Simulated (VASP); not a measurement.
Crystal: KMgF3.

```
K Mg F
1.0
     4.15775    0.00000    0.00000
     0.00000    4.15775    0.00000
     0.00000    0.00000    3.89148
K Mg F
1 1 3
Direct
  0.50000 0.50000 0.50000
  0.00000 0.00000 0.00000
  0.50000 0.00000 0.00000
  0.00000 0.50000 0.00000
  0.00000 0.00000 0.50000
```

This cell differs from its parent crystal: epitaxial xy strain +4.5%.

Program: VASP 6.6.1. Alike in all runs: task single point; potentials or basis VASP PAW PBE potentials, release 64 (K_sv, Mg, F); no spin polarisation; cell as given.

**Question.** Order these runs on this cell by their pressure, lowest first.
A. level PBE; k mesh 6 × 6 × 6; cutoff (eV) 600; smearing fermi-dirac 0.02 eV
B. level r2SCAN; k mesh 6 × 6 × 6; cutoff (eV) 660; smearing gaussian 0.01 eV
C. level HSE06; k mesh 4 × 4 × 4; cutoff (eV) 520; smearing gaussian 0.01 eV; grid for exact exchange (PRECFOCK) Normal; share of exact exchange 0.25; screening parameter 0.2079 1/Å

**Answer.** B (-4.7 GPa), C (-2.8 GPa), A (-0.7 GPa).

Caveats: the PAW data sets were made with another functional, which shifts forces and pressure a little (at least some runs); the cell stands under tension (at least some runs).
